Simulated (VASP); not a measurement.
# ZrNbGe2 (P4/mmm) in VASP: notebook

Runs on ZrNbGe2. Level: PBE. Tasks: single point, relaxation of cell and atoms.

All numbers are computed with VASP 6.6.1; they aren't measurements. Logs are shortened: lines on timing, memory, paths and dates and some standing lists are left out, and cuts for length are marked.

### 1 The cell of the first run

It takes space group P4/mmm (No. 123, tetragonal). Conventional cell: a = 3.717 Å, b = 3.717 Å, c = 5.041 Å, α = 90.00°, β = 90.00°, γ = 90.00°. Within 3.3 Å of Zr (site symmetry 4/mmm) lie 6 Ge at 2.52 to 2.63 Å. Nb (site symmetry 4/mmm) has 6 Ge at 2.52 to 2.63 Å within 3.3 Å. Ge (site symmetry 4/mmm) has 2 Zr at 2.52 Å and 4 Nb at 2.63 Å within 3.3 Å. Ge (site symmetry 4/mmm) has 2 Nb at 2.52 Å and 4 Zr at 2.63 Å within 3.3 Å.

### 2 Single point, PBE

The input, INCAR:

```
SYSTEM = ZrNbGe2
PREC     = Accurate       ! precision mode
ENCUT    = 520            ! plane-wave cutoff, eV
EDIFF    = 1E-6           ! SCF threshold, eV
ISMEAR   = 0              ! smearing method
SIGMA    = 0.1            ! smearing width, eV
LREAL    = .FALSE.        ! projectors in reciprocal space
LASPH    = .TRUE.         ! aspherical terms in the spheres
NELM     = 80             ! most SCF steps
ALGO     = Normal         ! electronic algorithm
ISIF     = 2              ! what is computed and relaxed
LWAVE    = .FALSE.        ! write WAVECAR
LCHARG   = .FALSE.        ! write CHGCAR
GGA      = PE             ! functional
NBANDS   = 34             ! bands
```

The input, KPOINTS:

```
Automatic mesh
0
G
  6 6 4
  0 0 0
```

The input, POSCAR:

```
ZrNbGe2
1.0
    3.7173962600      0.0000000000      0.0000000000
    0.0000000000      3.7173962600      0.0000000000
    0.0000000000      0.0000000000      5.0405174000
Zr Nb Ge
1 1 2
Direct
    0.0000000000      0.0000000000      0.0000000000
    0.5000000000      0.5000000000      0.5000000000
    0.0000000000      0.0000000000      0.5000000000
    0.5000000000      0.5000000000      0.0000000000
```

Potentials or basis: VASP PAW PBE potentials, release 64 (Zr_sv, Nb_sv, Ge_d).

The run is started by

```bash
> cat potpaw_PBE.64/Zr_sv/POTCAR potpaw_PBE.64/Nb_sv/POTCAR potpaw_PBE.64/Ge_d/POTCAR > POTCAR
> mpirun -np 1 vasp_std > vasp.out
```

OUTCAR:

```text
SYSTEM = ZrNbGe2
   PREC = Accurate
   ENCUT = 520
   EDIFF = 1E-6
   ISMEAR = 0
   LREAL = .FALSE.
   LASPH = .TRUE.
   NELM = 80
   ISIF = 2
   GGA = PE

 ion  position               nearest neighbor table
   1  0.000  0.000  0.000-   3 2.52   3 2.52   4 2.63   4 2.63   4 2.63   4 2.63
   2  0.500  0.500  0.500-   4 2.52   4 2.52   3 2.63   3 2.63   3 2.63   3 2.63
   3  0.000  0.000  0.500-   1 2.52   1 2.52   2 2.63   2 2.63   2 2.63   2 2.63
   4  0.500  0.500  0.000-   2 2.52   2 2.52   1 2.63   1 2.63   1 2.63   1 2.63

  LATTYP: Found a simple tetragonal cell.
 ALAT       =     3.7173962600
 C/A-ratio  =     1.3559268497

  Lattice vectors:

 A1 = (   3.7173962600,   0.0000000000,   0.0000000000)
 A2 = (   0.0000000000,   3.7173962600,   0.0000000000)
 A3 = (   0.0000000000,   0.0000000000,   5.0405174000)

Analysis of symmetry for initial positions (statically):
=====================================================================
 Subroutine PRICEL returns:
 Original cell was already a primitive cell.

 Routine SETGRP: Setting up the symmetry group for a
 simple tetragonal supercell.

 Subroutine GETGRP returns: Found 16 space group operations
 (whereof 16 operations were pure point group operations)
 out of a pool of 16 trial point group operations.

The static configuration has the point symmetry D_4h.

Analysis of symmetry for dynamics (positions and initial velocities):
=====================================================================
 Subroutine PRICEL returns:
 Original cell was already a primitive cell.

 Routine SETGRP: Setting up the symmetry group for a
 simple tetragonal supercell.

 Subroutine GETGRP returns: Found 16 space group operations
 (whereof 16 operations were pure point group operations)
 out of a pool of 16 trial point group operations.

The dynamic configuration has the point symmetry D_4h.

 Subroutine INISYM returns: Found 16 space group operations
 (whereof 16 operations are pure point group operations),
 and found     1 'primitive' translations

----------------------------------------------------------------------------------------

                                     Primitive cell

  volume of cell :      69.6551

  direct lattice vectors                    reciprocal lattice vectors
     3.717396260  0.000000000  0.000000000     0.269005489  0.000000000  0.000000000
     0.000000000  3.717396260  0.000000000     0.000000000  0.269005489  0.000000000
     0.000000000  0.000000000  5.040517400     0.000000000  0.000000000  0.198392332

  length of vectors
     3.717396260  3.717396260  5.040517400     0.269005489  0.269005489  0.198392332

  position of ions in fractional coordinates (direct lattice)
     0.000000000  0.000000000  0.000000000
     0.500000000  0.500000000  0.500000000
     0.000000000  0.000000000  0.500000000
     0.500000000  0.500000000  0.000000000

  ion indices of the primitive-cell ions
   primitive index   ion index
                 1           1
                 2           2
                 3           3
                 4           4

----------------------------------------------------------------------------------------

 KPOINTS: Automatic mesh

Automatic generation of k-mesh.
 Grid dimensions read from file:
 generate k-points for:    6    6    4

 Generating k-lattice:

  Cartesian coordinates                     Fractional coordinates (reciprocal lattice)
     0.044834248  0.000000000  0.000000000     0.166666667  0.000000000  0.000000000
     0.000000000  0.044834248  0.000000000     0.000000000  0.166666667  0.000000000
     0.000000000  0.000000000  0.049598083     0.000000000  0.000000000  0.250000000

  Length of vectors
     0.044834248  0.044834248  0.049598083

  Shift w.r.t. Gamma in fractional coordinates (k-lattice)
     0.000000000  0.000000000  0.000000000

 Subroutine IBZKPT returns following result:
 ===========================================

 Found     30 irreducible k-points:

 Following reciprocal coordinates:
            Coordinates               Weight
  0.000000  0.000000  0.000000      1.000000
  0.166667  0.000000  0.000000      4.000000
  0.333333  0.000000  0.000000      4.000000
  0.500000  0.000000  0.000000      2.000000
  0.166667  0.166667  0.000000      4.000000
  0.333333  0.166667  0.000000      8.000000
[... 16 lines left out ...]
  0.333333  0.000000  0.500000      4.000000
  0.500000  0.000000  0.500000      2.000000
 [... further k-points ...]
   k-points           NKPTS =     30   k-points in BZ     NKDIM =     30   number of bands    NBANDS=     34
   number of dos      NEDOS =    301   number of ions     NIONS =      4
   total plane-waves  NPLWV =  31360
   dimension x,y,z NGX =    28 NGY =   28 NGZ =   40
   dimension x,y,z NGXF=    56 NGYF=   56 NGZF=   80
   ions per type =               1   1   2
   NGX,Y,Z   is equivalent  to a cutoff of  12.52, 12.52, 13.19 a.u.
   NGXF,Y,Z  is equivalent  to a cutoff of  25.04, 25.04, 26.39 a.u.
 SYSTEM =  ZrNbGe2
   PREC   = accura    normal or accurate (medium, high low for compatibility)
   ISTART =      0    job   : 0-new  1-cont  2-samecut
   ICHARG =      2    charge: 1-file 2-atom 10-const
   ISPIN  =      1    spin polarized calculation?
   LNONCOLLINEAR =      F non collinear calculations
   LSORBIT =      F    spin-orbit coupling
   LASPH  =      T    aspherical Exc in radial PAW
   ENCUT  =  520.0 eV  38.22 Ry    6.18 a.u.   6.91  6.91  9.37*2*pi/ulx,y,z
   NELM   =     80;   NELMIN=  2; NELMDL= -5     # of ELM steps
   EDIFF  = 0.1E-05   stopping-criterion for ELM
   LREAL  =      F    real-space projection
   EDIFFG = 0.1E-04   stopping-criterion for IOM
   NSW    =      0    number of steps for IOM
   IBRION =     -1    ionic relax: 0-MD 1-quasi-New 2-CG
   NFREE  =      0    steps in history (QN), initial steepest desc. (CG)
   ISIF   =      2    stress and relaxation
   ISYM   =      2    0-nonsym 1-usesym 2-fastsym
   POTIM  = 0.5000    time-step for ionic-motion
   TEBEG  =    0.0;   TEEND  =   0.0 temperature during run
   PSTRESS=    0.0 pullay stress
   NELECT =      53.0000    total number of electrons
   NUPDOWN=      -1.0000    fix difference up-down
   EMIN   =  10.00;   EMAX   =-10.00  energy-range for DOS
   EFERMI =   0.00;   METHOD = LEGACY
   ISMEAR =     0;   SIGMA  =   0.10  broadening in eV -4-tet -1-fermi 0-gaus
   EFERMI_NEDOS =   21; number of points for ismear=-14 and -15
   IALGO  =     38    algorithm
   IMIX   =      4    mixing-type and parameters
     AMIX     =   0.40;   BMIX     =  1.00
     AMIX_MAG =   1.60;   BMIX_MAG =  1.00
  volume/ion in A,a.u.               =      17.41       117.51
  Fermi-wavevector in a.u.,A,eV,Ry     =   1.494569  2.824325 30.391812  2.233735
  Thomas-Fermi vector in A             =   2.606825
   LORBIT       =      0    0 simple, 1 ext, 2 COOP (PROOUT), +10 PAW based schemes
   GGA     = PE    functional components
   LHFCALC =     F    Hartree Fock is set to
   AEXX    =    0.0000 exact exchange contribution
   IVDW    =     0    specifies the selected vdW correction
   LEPSILON=     F    determine dielectric tensor
   LRPA    =     F    only Hartree local field effects (RPA)
 non-spin polarized calculation
 Gauss-broadening in eV      SIGMA  =   0.10
  energy-cutoff  :      520.00
  volume of cell :       69.66
 maximum number of plane-waves:      1908
 NGX is ok and might be reduce to    28
   NGX = 13   NGY = 13   NGZ = 19

 number of electron      52.9999966 magnetization

 Free energy of the ion-electron system (eV)
  ---------------------------------------------------
  ext. energy  EPLUGINS =         0.00000000
  ---------------------------------------------------
  free energy    TOTEN  =       -28.98269919 eV

  energy without entropy =      -28.97282275  energy(sigma->0) =      -28.97776097

 E-fermi :  10.1306     XC(G=0): -12.0729

 val. band max:       10.1199409104   @ k =   0.5000   0.1667   0.0000
 cond. band min:      10.1601802308   @ k =   0.5000   0.5000   0.0000
 fundamental gap:      0.0402393203
 Fermi energy:        10.1305829255

 k-point     1 :       0.0000    0.0000    0.0000
  band No.  band energies     occupation
      1     -45.3817      2.00000
      2     -38.8135      2.00000
      3     -21.4805      2.00000
      4     -21.4777      2.00000
      5     -21.4777      2.00000
      6     -17.0481      2.00000
[... 26 lines left out ...]
     33      12.6631      0.00000
     34      12.7005      0.00000

 k-point     2 :       0.1667    0.0000    0.0000
  band No.  band energies     occupation
      1     -45.3806      2.00000
      2     -38.8112      2.00000
      3     -21.5020      2.00000
      4     -21.4790      2.00000
      5     -21.4783      2.00000
      6     -17.0468      2.00000
[... 26 lines left out ...]
     33      13.0167      0.00000
     34      13.2425      0.00000

 k-point     3 :       0.3333    0.0000    0.0000
  band No.  band energies     occupation
      1     -45.3783      2.00000
      2     -38.8067      2.00000
      3     -21.5501      2.00000
      4     -21.4815      2.00000
      5     -21.4739      2.00000
      6     -17.0532      2.00000
[... 26 lines left out ...]
     33      13.9034      0.00000
     34      14.4009      0.00000

 k-point     4 :       0.5000    0.0000    0.0000
  band No.  band energies     occupation
      1     -45.3772      2.00000
      2     -38.8044      2.00000
      3     -21.5740      2.00000
      4     -21.4827      2.00000
      5     -21.4717      2.00000
      6     -17.1026      2.00000
[... 26 lines left out ...]
     33      14.2147      0.00000
     34      14.2242      0.00000

 k-point     5 :       0.1667    0.1667    0.0000
  band No.  band energies     occupation
      1     -45.3795      2.00000
      2     -38.8090      2.00000
      3     -21.5064      2.00000
      4     -21.4967      2.00000
      5     -21.4761      2.00000
      6     -17.0445      2.00000
[... 621 lines left out ...]
 k-point    22 :       0.1667    0.0000    0.5000
  band No.  band energies     occupation
      1     -45.3802      2.00000
      2     -38.8103      2.00000
      3     -21.5034      2.00000
      4     -21.5030      2.00000
      5     -21.4794      2.00000
      6     -17.1572      2.00000
[... 26 lines left out ...]
     33      14.8266      0.00000
     34      14.9841      0.00000

 k-point    23 :       0.3333    0.0000    0.5000
  band No.  band energies     occupation
      1     -45.3780      2.00000
      2     -38.8057      2.00000
      3     -21.5522      2.00000
      4     -21.5010      2.00000
      5     -21.4821      2.00000
      6     -17.1501      2.00000
[... 26 lines left out ...]
     33      15.6897      0.00000
     34      16.0084      0.00000

 k-point    24 :       0.5000    0.0000    0.5000
  band No.  band energies     occupation
      1     -45.3769      2.00000
      2     -38.8034      2.00000
      3     -21.5766      2.00000
      4     -21.4998      2.00000
      5     -21.4834      2.00000
      6     -17.1467      2.00000
[... 26 lines left out ...]
     33      14.5736      0.00000
     34      14.7116      0.00000

 [... further k-points ...]
[... 5 lines left out ...]
  --------------------------------------------------------------------------------------
  -------------------------------------------------------------------------------------
  Total        4.9798799      4.9798799     11.5185541      0.0000000      0.0000000      0.0000000
  in kB      114.5451279    114.5451279    264.9449933      0.0000000      0.0000000      0.0000000
  external PRESSURE =     164.6784164 kB  Pullay stress =       0.0000000 kB

 VOLUME and BASIS-vectors are now :
 -----------------------------------------------------------------------------
  energy-cutoff  :      520.00
  volume of cell :       69.66
      direct lattice vectors                 reciprocal lattice vectors
     3.717396260  0.000000000  0.000000000     0.269005489  0.000000000  0.000000000
     0.000000000  3.717396260  0.000000000     0.000000000  0.269005489  0.000000000
     0.000000000  0.000000000  5.040517400     0.000000000  0.000000000  0.198392332

 POSITION                                       TOTAL-FORCE (eV/Angst)
 -----------------------------------------------------------------------------------
      0.00000      0.00000      0.00000         0.000000      0.000000      0.000000
      1.85870      1.85870      2.52026         0.000000      0.000000      0.000000
      0.00000      0.00000      2.52026         0.000000      0.000000      0.000000
      1.85870      1.85870      0.00000         0.000000      0.000000      0.000000
 -----------------------------------------------------------------------------------
    total drift:                                0.000000      0.000000      0.000000

  FREE ENERGIE OF THE ION-ELECTRON SYSTEM (eV)
  ---------------------------------------------------
  free  energy   TOTEN  =       -28.9826991883 eV

  energy  without entropy=      -28.9728227474  energy(sigma->0) =      -28.97776097
```

Wall time 27 s (1 thread of Intel Xeon 6975P-C (Granite Rapids), shared host); peak memory 0.22 GiB.

Results:

```
Free energy : -28.9827 eV
Pressure    : 16.5 GPa
```

[end of part 1 of 3]
